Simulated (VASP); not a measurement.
Input of a VASP 6.6.1 run:

The input INCAR:

```
SYSTEM = In3Se
ALGO = Normal
EDIFF = 1E-6
ENCUT = 520
GGA = PS
ISIF = 2
ISMEAR = 0
LASPH = .True.
LCHARG = .False.
LREAL = .False.
LWAVE = .False.
NBANDS = 30
NELM = 60
PREC = Accurate
SIGMA = 0.1
```

KPOINTS

```
k-points
0
Gamma
  10 10 10
  0 0 0
```

File POSCAR:

```
In3Se
1.0
    4.6130007698      0.0000000000      0.0000000000
    0.0000000000      4.6130007698      0.0000000000
    0.0000000000      0.0000000000      4.6130007698
In Se
3 1
Direct
    0.0000000000      0.5000000000      0.5000000000
    0.5000000000      0.0000000000      0.5000000000
    0.5000000000      0.5000000000      0.0000000000
    0.0000000000      0.0000000000      0.0000000000
```

Potentials or basis: VASP PAW PBE potentials, release 64 (In_d, Se).

Launch:

```console
$ cat potpaw_PBE.64/In_d/POTCAR potpaw_PBE.64/Se/POTCAR > POTCAR
$ mpirun -np 1 vasp_std > vasp.out
```

Question: What does it give for the pressure?

Answer: 1.7 GPa.

Question: Estimate the band gap on the k mesh.

Answer: Zero (an odd number of electrons rules out a gap without spin polarisation).

Caveat: the cell differs from its parent crystal (strained); the PAW data sets were made with another functional, which shifts forces and pressure a little; spin-orbit coupling is left out, which moves the levels of the heavy elements.
